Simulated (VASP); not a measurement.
Set up this calculation in VASP 6.6.1, as the native input.

* Task: single point
* Functional: PBE
* Potentials or basis: VASP PAW PBE potentials, release 64 (Rb_sv, Br)
* Cutoff: 520 eV
* k mesh: 4 × 4 × 4
* Occupations: gaussian, width 0.01 eV
* Spin: no spin polarisation
* Dipole correction: no
* Further INCAR settings: ALGO = Normal; EDIFF = 1e-06; NBANDS = 15

The structure of RbBr lies in POSCAR:

```
RbBr
1.0
    0.0000000000      3.3743054546      3.3743054546
    3.3743054546      0.0000000000      3.3743054546
    3.3743054546      3.3743054546      0.0000000000
Rb Br
1 1
Direct
    0.0000000000      0.0000000000      0.0000000000
    0.5000000000      0.5000000000      0.5000000000
```

This cell differs from its parent crystal: strain -2.5%.

The input as run:

INCAR

```
SYSTEM = RbBr
PREC = Accurate ; ENCUT = 520
EDIFF = 1E-6 ; ISMEAR = 0
SIGMA = 0.01 ; LREAL = .False.
LASPH = .True. ; NELM = 60
ALGO = Normal ; ISIF = 2
LWAVE = .False. ; LCHARG = .True.
GGA = PE ; LELF = .True.
LVHAR = .True. ; NBANDS = 15
```

KPOINTS

```
regular mesh
0
Gamma
  4 4 4
  0 0 0
```

Potentials or basis: VASP PAW PBE potentials, release 64 (Rb_sv, Br).

Launch:

```sh
$ cat potpaw_PBE.64/Rb_sv/POTCAR potpaw_PBE.64/Br/POTCAR > POTCAR
$ mpirun -np 1 vasp_std > vasp.out
```

Results of the run:

The pressure is 1.9 GPa and the band gap on the k mesh is 4.48 eV.

Caveat: the cell differs from its parent crystal (strain -2.5%).

Run time: 23 s on 1 thread of AMD EPYC 7R13, on a shared host, peak memory 0.17 GiB.
